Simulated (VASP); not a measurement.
Input of a VASP 6.6.1 run:

File POSCAR:

```
BN
1.0
    0.0000000000      1.7037543792      1.7037543792
    1.7037543792      0.0000000000      1.7037543792
    1.7037543792      1.7037543792      0.0000000000
B N
1 1
Direct
    0.0000000000      0.0000000000      0.0000000000
    0.2500000000      0.2500000000      0.2500000000
```

Contents of INCAR.step1:

```
  ALGO = Normal
  EDIFF = 1E-5
  ENCUT = 520
  GGA = PE
  ISIF = 2
  ISMEAR = 0
  LASPH = True
  LCHARG = False
  LREAL = False
  LWAVE = True
  NBANDS = 11
  NELM = 100
  PREC = Accurate
  SIGMA = 0.01
```

The input INCAR.step2:

```
  ALGO = Normal
  EDIFF = 1E-6
  ENCUT = 520
  GGA = PE
  HFSCREEN = 0.2079
  ISIF = 2
  ISMEAR = 0
  ISTART = 1
  LASPH = True
  LCHARG = False
  LHFCALC = True
  LREAL = False
  LWAVE = False
  NBANDS = 11
  NELM = 100
  PREC = Accurate
  PRECFOCK = Normal
  SIGMA = 0.01
```

Contents of KPOINTS:

```
k-points
0
Gamma
  8 8 8
```

Potentials or basis: VASP PAW PBE potentials, release 64 (B, N).

Launch:

```sh
$ cat potpaw_PBE.64/B/POTCAR potpaw_PBE.64/N/POTCAR > POTCAR
$ cp INCAR.step1 INCAR
$ mpirun -np 1 vasp_std > vasp.out
$ cp INCAR.step2 INCAR
$ mpirun -np 1 vasp_std > vasp.out
```

Question: What does it give for the band gap on the k mesh?

Answer: 5.99 eV, indirect (least direct gap 11.47 eV).

Question: What does it give for the pressure?

Answer: 88.4 GPa.

Caveat: the cell differs from its parent crystal (strain -5.6%); the PAW data sets were made with another functional, which shifts forces and pressure a little. A k mesh can miss the band edges.
